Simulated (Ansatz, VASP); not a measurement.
**PtSe in VASP and in Ansatz**

The input INCAR:

```
PREC = Accurate
ENCUT = 520
EDIFF = 1E-7
ISMEAR = 0
SIGMA = 0.05
LREAL = False
LASPH = True
NELM = 150
ALGO = Normal
ISIF = 2
LWAVE = False
LCHARG = False
ISPIN = 2
MAGMOM = 0.05 0
LORBIT = 11
LMAXMIX = 4
GGA = PS
NBANDS = 19
```

Contents of KPOINTS:

```
regular mesh
0
Gamma
  10 10 10
```

The input POSCAR:

```
PtSe
1.0
    0.0000000000      2.6058892385      2.6058892385
    2.6058892385      0.0000000000      2.6058892385
    2.6058892385      2.6058892385      0.0000000000
Pt Se
1 1
Direct
    0.5000000000      0.5000000000      0.5000000000
    0.0000000000      0.0000000000      0.0000000000
```

Input for Ansatz:

```yaml
crystal:
  lattice:
    - [0.0, 2.6058892385, 2.6058892385]
    - [2.6058892385, 0.0, 2.6058892385]
    - [2.6058892385, 2.6058892385, 0.0]
  atoms:
    - { symbol: Pt, position: [0.5, 0.5, 0.5], spin: 0.05 }
    - { symbol: Se, position: [0.0, 0.0, 0.0] }
basis:
  ecutwfc: 420
  ecutrho_ratio: 4
kpoints:
  mp_grid: { grid: [10, 10, 10] }
hamiltonian:
  xc: pbesol
scf:
  occupations: { method: gaussian, width: 0.05 }
output:
  forces: true
  stress: true
  eigenvalues: true
  populations: true
magnetization:
  spin_polarized: true
```

Alike in both runs: task single point; functional PBEsol; k mesh 10 × 10 × 10; occupations gaussian, width 0.05 eV; collinear spin.

```csv
,VASP,Ansatz
version,VASP 6.6.1,Ansatz 0.2.0
potentials or method,"VASP PAW PBE potentials, release 64 (Pt, Se), cutoff 520 eV","scalar-relativistic, plane waves, PAW"
valence electrons in the cell,16,34
```

```tsv
	VASP	Ansatz	Ansatz less VASP
gap on the k mesh at the Fermi level (eV)	none	none	-
pressure (GPa)	0.0	-0.1	-0.08
net moment per atom (μB)	0.00	0.00	0.000
```

VASP's potentials were made for PBE, not for PBEsol. A gap of «none» marks a metal or a gap that the smearing closes. VASP's potentials hold 16 valence electrons a cell and Ansatz's 34, so a difference there can come from the potentials and not from the codes. Ansatz's warnings: seeded moment not kept.

Spin-orbit coupling is off throughout.
